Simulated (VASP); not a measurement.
# Sn in VASP: a series of runs, part 2 of 2

VASP 6.6.1.

### Step 3. Single point, PBEsol (equal strain along all axes, cell held: +1.0 %)

INCAR reads:

```
ALGO = Fast ; EDIFF = 1E-7
ENCUT = 520 ; GGA = PS
ISIF = 2 ; ISMEAR = 0
LASPH = True ; LCHARG = False
LREAL = False ; LWAVE = False
NBANDS = 36 ; NELM = 100
PREC = Accurate ; SIGMA = 0.1
```

KPOINTS reads:

```
k-points
0
Gamma
  12 12 8
```

POSCAR reads:

```
Sn
1.0
    3.3030552204      3.3030552204      0.0000000000
   -3.3030552204      3.3030552204      0.0000000000
    0.0000000000      0.0000000000      6.6061104409
Sn
4
Direct
    0.0000000000      0.0000000000      0.5000000000
    0.0000000000      0.5000000000      0.2500000000
    0.5000000000      0.5000000000      0.0000000000
    0.5000000000      0.0000000000      0.7500000000
```

Potentials or basis: VASP PAW PBE potentials, release 64 (Sn_d).

Started as:

```sh
cat potpaw_PBE.64/Sn_d/POTCAR > POTCAR
mpirun -np 1 vasp_std > vasp.out
```

OUTCAR:

```text
EDIFF = 1E-7
   ENCUT = 520
   GGA = PS
   ISIF = 2
   ISMEAR = 0
   LASPH = True
   LREAL = False
   NELM = 100
   PREC = Accurate

 ion  position               nearest neighbor table
   1  0.000  0.000  0.500-   2 2.86   4 2.86   2 2.86   4 2.86
   2  0.000  0.500  0.250-   1 2.86   3 2.86   1 2.86   3 2.86
   3  0.500  0.500  0.000-   2 2.86   4 2.86   4 2.86   2 2.86
   4  0.500  0.000  0.750-   1 2.86   3 2.86   3 2.86   1 2.86

  LATTYP: Found a simple tetragonal cell.
 ALAT       =     4.6712254900
[... 1147 lines left out ...]
     36      11.2834      0.00000

 [... further k-points ...]
[... 5 lines left out ...]
  --------------------------------------------------------------------------------------
  -------------------------------------------------------------------------------------
  Total       -1.1120488     -1.1120488     -1.1142117      0.0000000      0.0000000      0.0000000
  in kB      -12.3602403    -12.3602403    -12.3842817      0.0000000      0.0000000      0.0000000
  external PRESSURE =     -12.3682541 kB  Pullay stress =       0.0000000 kB

 VOLUME and BASIS-vectors are now :
 -----------------------------------------------------------------------------
  energy-cutoff  :      520.00
  volume of cell :      144.15
      direct lattice vectors                 reciprocal lattice vectors
     3.303055220  3.303055220  0.000000000     0.151375005  0.151375005  0.000000000
    -3.303055220  3.303055220  0.000000000    -0.151375005  0.151375005  0.000000000
     0.000000000  0.000000000  6.606110441     0.000000000  0.000000000  0.151375005

 POSITION                                       TOTAL-FORCE (eV/Angst)
 -----------------------------------------------------------------------------------
      0.00000      0.00000      3.30306        -0.000000     -0.000000      0.000000
     -1.65153      1.65153      1.65153         0.000000      0.000000     -0.000000
      0.00000      3.30306      0.00000        -0.000000     -0.000000      0.000000
      1.65153      1.65153      4.95458         0.000000      0.000000     -0.000000
 -----------------------------------------------------------------------------------
    total drift:                               -0.000000      0.000000      0.000000

  FREE ENERGIE OF THE ION-ELECTRON SYSTEM (eV)
  ---------------------------------------------------
  free  energy   TOTEN  =       -16.9154990653 eV

  energy  without entropy=      -16.9136602661  energy(sigma->0) =      -16.91457967
```

OSZICAR:

```text
N       E                     dE             d eps       ncg     rms          rms(c)
DAV:   1     0.554877567342E+03    0.55488E+03   -0.28630E+04 10228   0.223E+03
DAV:   2     0.604509178552E+02   -0.49443E+03   -0.48633E+03 10104   0.567E+02
DAV:   3    -0.135122061937E+02   -0.73963E+02   -0.73115E+02 11288   0.196E+02
DAV:   4    -0.169934409662E+02   -0.34812E+01   -0.34732E+01 11496   0.478E+01
DAV:   5    -0.170947414709E+02   -0.10130E+00   -0.10129E+00 12712   0.822E+00    0.426E+00
RMM:   6    -0.169715505145E+02    0.12319E+00   -0.74211E-02 11856   0.266E+00    0.248E+00
RMM:   7    -0.169111706206E+02    0.60380E-01   -0.12757E-01 11995   0.309E+00    0.222E-01
RMM:   8    -0.169141610436E+02   -0.29904E-02   -0.26979E-02 12916   0.132E+00    0.799E-02
RMM:   9    -0.169153248858E+02   -0.11638E-02   -0.96866E-03 15884   0.715E-01    0.778E-02
RMM:  10    -0.169154401036E+02   -0.11522E-03   -0.10217E-03 11959   0.299E-01    0.286E-02
RMM:  11    -0.169154947694E+02   -0.54666E-04   -0.67747E-04 16845   0.170E-01    0.126E-02
RMM:  12    -0.169154992459E+02   -0.44765E-05   -0.47999E-05 16528   0.463E-02    0.615E-03
RMM:  13    -0.169154996816E+02   -0.43568E-06   -0.86119E-06 16212   0.168E-02    0.156E-03
RMM:  14    -0.169154991302E+02    0.55146E-06   -0.12687E-06 12656   0.768E-03    0.718E-04
RMM:  15    -0.169154990653E+02    0.64864E-07   -0.41727E-07  7944   0.394E-03
   1 F= -.16915499E+02 E0= -.16914580E+02  d E =-.183880E-02
```

stdout:

```text
POSCAR found type information on POSCAR Sn
 POSCAR found :  1 types and       4 ions
 scaLAPACK will be used
 -----------------------------------------------------------------------------
|                                                                             |
|                                                                             |
|     You enforced a specific xc type in the INCAR file but a different       |
|     I HOPE YOU KNOW WHAT YOU ARE DOING!                                     |
|                                                                             |
 -----------------------------------------------------------------------------

 LDA part: xc-table for (Slater+PW92), standard interpolation
 POSCAR, INCAR and KPOINTS ok, starting setup
 FFT: planning ... GRIDC
 FFT: planning ... GRID_SOFT
 FFT: planning ... GRID
 WAVECAR not read
 entering main loop
WARNING in EDDRMM: call to ZHEGV failed, returncode =   8  4     35
WARNING in EDDRMM: call to ZHEGV failed, returncode =   8  4     35
 num prob WARNING in EDDRMM: call to ZHEGV failed, returncode =   8  4     34
```

It took 5.3 min on 1 thread of Intel Xeon 6975P-C (Granite Rapids), shared host; peak memory 0.59 GiB.

What came out:

```
Free energy            : -16.9155 eV
Pressure               : -1.2 GPa
Band gap on the k mesh : zero (bands 28 and 29 overlap by 0.25 eV)
```

Levels at points of the mesh, in eV from the Fermi level:
| k point | band 25 | band 26 | band 27 | band 28 | band 29 | band 30 | band 31 | band 32 |
| --- | --- | --- | --- | --- | --- | --- | --- | --- |
| (0.00, 0.00, 0.00) | -2.28 | -1.04 | 0.10 | 0.10 | 0.10 | 0.83 | 0.83 | 2.16 |
| (0.50, 0.00, 0.00) | -2.81 | -2.81 | -1.08 | -1.08 | 1.45 | 1.45 | 3.87 | 3.87 |
| (0.50, 0.50, 0.00) | -2.28 | -2.28 | -2.28 | -2.28 | 0.83 | 0.83 | 0.83 | 0.83 |
| (0.00, 0.00, 0.50) | -1.47 | -1.47 | -1.47 | -1.47 | 0.99 | 0.99 | 2.03 | 2.03 |
| (0.50, 0.00, 0.50) | -1.02 | -1.02 | -1.02 | -1.02 | -0.14 | -0.14 | 3.20 | 3.20 |
| (0.50, 0.50, 0.50) | -2.83 | -2.83 | -2.83 | -2.83 | 3.25 | 3.25 | 3.25 | 3.25 |

Caveat: the cell differs from its parent crystal (equal strain along all axes, cell held: +1.0 %); the PAW data sets were made with another functional, which shifts forces and pressure a little; spin-orbit coupling is left out, which moves the levels of the heavy elements.

### Step 4. Single point, PBEsol (equal strain along all axes, cell held: +2.0 %)

INCAR reads:

```
PREC = Accurate
ENCUT = 520
EDIFF = 1E-7
ISMEAR = 0
SIGMA = 0.1
LREAL = False
LASPH = True
NELM = 100
ALGO = Fast
ISIF = 2
LWAVE = False
LCHARG = False
GGA = PS
NBANDS = 36
```

KPOINTS reads:

```
Automatic mesh
0
Gamma
  12 12 8
```

POSCAR reads:

```
Sn
1.0
    3.3357587375      3.3357587375      0.0000000000
   -3.3357587375      3.3357587375      0.0000000000
    0.0000000000      0.0000000000      6.6715174749
Sn
4
Direct
    0.0000000000      0.0000000000      0.5000000000
    0.0000000000      0.5000000000      0.2500000000
    0.5000000000      0.5000000000      0.0000000000
    0.5000000000      0.0000000000      0.7500000000
```

Started as:

```sh
cat potpaw_PBE.64/Sn_d/POTCAR > POTCAR
mpirun -np 1 vasp_std > vasp.out
```

Run time: 5.5 min. Hardware: 1 thread of Intel Xeon 6975P-C (Granite Rapids), shared host; peak memory 0.6 GiB.

The run converged. Its results:

| Quantity | Value |
| --- | --- |
| Free energy | -16.8699 eV |
| Pressure | -2.2 GPa |
| Band gap on the k mesh | zero (bands 28 and 29 overlap by 0.30 eV) |

Levels at points of the mesh, in eV from the Fermi level:
```csv
k point,band 24,band 25,band 26,band 27,band 28,band 29,band 30,band 31,band 32,band 33
"(0.00, 0.00, 0.00)",-2.18,-2.18,-1.22,0.12,0.12,0.12,0.88,0.88,2.17,2.17
"(0.50, 0.00, 0.00)",-5.44,-2.68,-2.68,-1.02,-1.02,1.41,1.41,3.83,3.83,3.99
"(0.50, 0.50, 0.00)",-7.24,-2.18,-2.18,-2.18,-2.18,0.88,0.88,0.88,0.88,7.22
"(0.00, 0.00, 0.50)",-4.18,-1.39,-1.39,-1.39,-1.39,1.03,1.03,1.98,1.98,4.58
"(0.50, 0.00, 0.50)",-6.01,-0.96,-0.96,-0.96,-0.96,-0.18,-0.18,3.20,3.20,3.20
"(0.50, 0.50, 0.50)",-7.19,-2.70,-2.70,-2.70,-2.70,3.18,3.18,3.18,3.18,3.98
```

Caveat: the cell differs from its parent crystal (equal strain along all axes, cell held: +2.0 %); the PAW data sets were made with another functional, which shifts forces and pressure a little; spin-orbit coupling is left out, which moves the levels of the heavy elements.

### Step 5. Single point, PBEsol (shear of c along a, cell held: +2.0 %, then relaxed in part)

INCAR reads:

```
SYSTEM = Sn
PREC = Accurate
ENCUT = 520
EDIFF = 1E-6
ISMEAR = 0
SIGMA = 0.1
LREAL = .False.
LASPH = .True.
NELM = 100
ALGO = Fast
ISIF = 2
LWAVE = .False.
LCHARG = .False.
GGA = PS
NBANDS = 36
```

KPOINTS reads:

```
regular mesh
0
Gamma
  12 12 8
  0 0 0
```

POSCAR reads:

```
Sn
1.0
    3.2703517034      3.2703517034      0.0000000000
   -3.2703517034      3.2703517034      0.0000000000
    0.0924995147      0.0924995147      6.5407034068
Sn
4
Direct
    0.0024383976      0.0000000000      0.4999710697
   -0.0024383976      0.5000000000      0.2500289303
    0.5024383976      0.5000000000     -0.0000289303
    0.4975616024      0.0000000000      0.7500289303
```

Started as:

```sh
cat potpaw_PBE.64/Sn_d/POTCAR > POTCAR
mpirun -np 1 vasp_std > vasp.out
```

Run time: 40 min. Hardware: 1 thread of Oxide Virtual Turin-like, shared host; peak memory 1.1 GiB.

It converged, with:

```
Free energy            : -16.9277 eV
Pressure               : -0.1 GPa
Largest force          : 0.003 eV/Å
Band gap on the k mesh : zero (bands 28 and 29 overlap by 0.32 eV)
```

Forces in eV/Å, atoms in the order of the input:
```
Sn   0.001  0.001 -0.003
Sn  -0.001 -0.001  0.003
Sn   0.001  0.001 -0.003
Sn  -0.001 -0.001  0.003
```

Stress tensor (GPa, compression positive):
```
-0.14 -0.01 -0.38
-0.01 -0.14 -0.38
-0.38 -0.38 -0.12
```

Levels at points of the mesh, in eV from the Fermi level:
```
           k point  band 25  band 26  band 27  band 28  band 29  band 30  band 31  band 32
(0.00, 0.00, 0.00)    -2.39    -0.86     0.00     0.09     0.17     0.78     0.79     2.09
(0.50, 0.00, 0.00)    -2.94    -2.94    -1.15    -1.15     1.48     1.48     3.90     3.90
(0.00, 0.50, 0.00)    -2.94    -2.94    -1.15    -1.15     1.48     1.48     3.84     3.84
(0.50, 0.50, 0.00)    -2.46    -2.46    -2.32    -2.32     0.69     0.69     0.88     0.88
(0.00, 0.00, 0.50)    -1.55    -1.55    -1.55    -1.55     0.95     0.95     2.08     2.08
(0.50, 0.00, 0.50)    -1.17    -1.12    -1.05    -1.00    -0.23     0.01     3.15     3.16
(0.00, 0.50, 0.50)    -1.12    -1.12    -1.04    -1.04    -0.11    -0.11     3.19     3.19
(0.50, 0.50, 0.50)    -2.99    -2.99    -2.94    -2.94     3.19     3.19     3.43     3.43
```

Caveat: the cell differs from its parent crystal (shear of c along a, cell held: +2.0 %, then relaxed in part); the PAW data sets were made with another functional, which shifts forces and pressure a little; spin-orbit coupling is left out, which moves the levels of the heavy elements.

### Step 6. Summary

```csv
cell,further INCAR settings,gap on the mesh (eV),pressure (GPa)
"a = 4.625, b = 4.625, c = 6.546 Å, angles 90.0, 87.7, 90.0°, 4 atoms, atomic positions A",ALGO = Fast; EDIFF = 1e-06; NBANDS = 36,none,-0.1
"a = 4.671, b = 4.671, c = 6.606 Å, 4 atoms, atomic positions B",ALGO = Fast; EDIFF = 1e-07; NBANDS = 36,none,-1.2
"a = 4.717, b = 4.717, c = 6.672 Å, 4 atoms, atomic positions B",ALGO = Fast; EDIFF = 1e-07; NBANDS = 36,none,-2.2
"a = 4.625, b = 4.625, c = 6.542 Å, angles 90.0, 88.9, 90.0°, 4 atoms, atomic positions C",ALGO = Fast; EDIFF = 1e-06; NBANDS = 36,none,-0.1
```

Alike in all rows: task single point; level PBEsol; potentials or basis VASP PAW PBE potentials, release 64 (Sn_d); no spin polarisation; k mesh 12 × 12 × 8; cutoff (eV) 520; smearing gaussian 0.1 eV.

Caveats: the PAW data sets were made with another functional, which shifts forces and pressure a little; spin-orbit coupling is left out, which moves the levels of the heavy elements.

Absolute energies hang on the potentials; compare differences alone.
